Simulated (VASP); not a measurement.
Te, 2 atoms in the cell. It takes space group P6_3/mmc (No. 194, hexagonal). Conventional cell: a = 3.782 Å, b = 3.782 Å, c = 4.283 Å, α = 90.00°, β = 90.00°, γ = 120.00°. Te (site symmetry -6m2) has 12 Te at 3.06 to 3.78 Å within 4.0 Å. This isn't the form of Te at room conditions, which is trigonal, of chains.

- Program: VASP 6.6.1
- Task: single point
- Functional: LDA
- Potentials or basis: VASP PAW LDA potentials, release 64 (Te)
- Cutoff: 520 eV
- k mesh: 11 × 11 × 8
- Occupations: fermi-dirac, width 0.1 eV
- Spin: no spin polarisation
- Dipole correction: no
- Further INCAR settings: ALGO = Normal; EDIFF = 1e-06; NBANDS = 13

Potentials or basis: VASP PAW LDA potentials, release 64 (Te).

Command:

```sh
$ cat potpaw_LDA.64/Te/POTCAR > POTCAR
$ mpirun -np 1 vasp_std > vasp.out
```

Hardware: 1 thread of Intel(R) Xeon(R) Platinum 8488C (Sapphire Rapids), on a shared host.

How long does it take, and how much memory?

It took 22 s on 1 thread of Intel(R) Xeon(R) Platinum 8488C (Sapphire Rapids), on a shared host, peak memory 0.16 GiB. Counts: scf iterations 9, k points 80.
